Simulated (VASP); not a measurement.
The system is AgI (Iodargyrite).

```
Ag I
1.0
     4.59000    0.00000    0.00000
    -2.29500    3.97506    0.00000
     0.00000    0.00000    7.52000
Ag I
2 2
Direct
  0.66667 0.33333 0.63000
  0.33333 0.66667 0.13000
  0.66667 0.33333 0.00000
  0.33333 0.66667 0.50000
```

```yaml
Program: VASP 6.6.1
Task: relaxation of cell and atoms
Functional: PBE
Potentials_or_basis: VASP PAW PBE potentials, release 64 (Ag, I)
Cutoff: 500 eV
k_mesh: 6 × 6 × 4
Occupations: fermi-dirac, width 0.02 eV
Spin: no spin polarisation
```

At the start: pressure 1.8 GPa; volume 34.30 Å³/atom.

Task: How do energy, volume and symmetry change on relaxing?

Result: Over 12 steps the energy falls by 11.3 meV/atom and the volume is 36.38 Å³/atom (+6.1 %); space group P6_3mc (No. 186, to 0.05 Å).

The path:
```
step  energy change (eV)  largest force (eV/Å)  pressure (GPa)  volume (Å³)
   1              0.0000                0.0808            1.76       137.21
   2             -0.0443                0.0243            0.12       144.83
   3             -0.0445                0.0206           -0.03       145.59
   4             -0.0445                0.0214            0.01       145.42
   5             -0.0446                0.0185            0.01       145.41
   6             -0.0448                0.0099            0.01       145.36
   7             -0.0449                0.0067            0.03       145.27
   8             -0.0450                0.0062            0.03       145.33
   9             -0.0451                0.0051            0.00       145.48
  10             -0.0451                0.0029           -0.06       145.80
  11             -0.0451                0.0042           -0.02       145.60
  12             -0.0452                0.0025            0.00       145.52
```

Final structure:
```xyz
4
Lattice="4.6836 0.0000 0.0000 -2.3418 4.0561 0.0000 0.0000 0.0000 7.6597" Properties=species:S:1:pos:R:3 pbc="T T T"
Ag    2.3418    1.3520    4.8063
Ag    0.0000    2.7041    0.9764
I     2.3418    1.3520    0.0193
I     0.0000    2.7041    3.8492
```
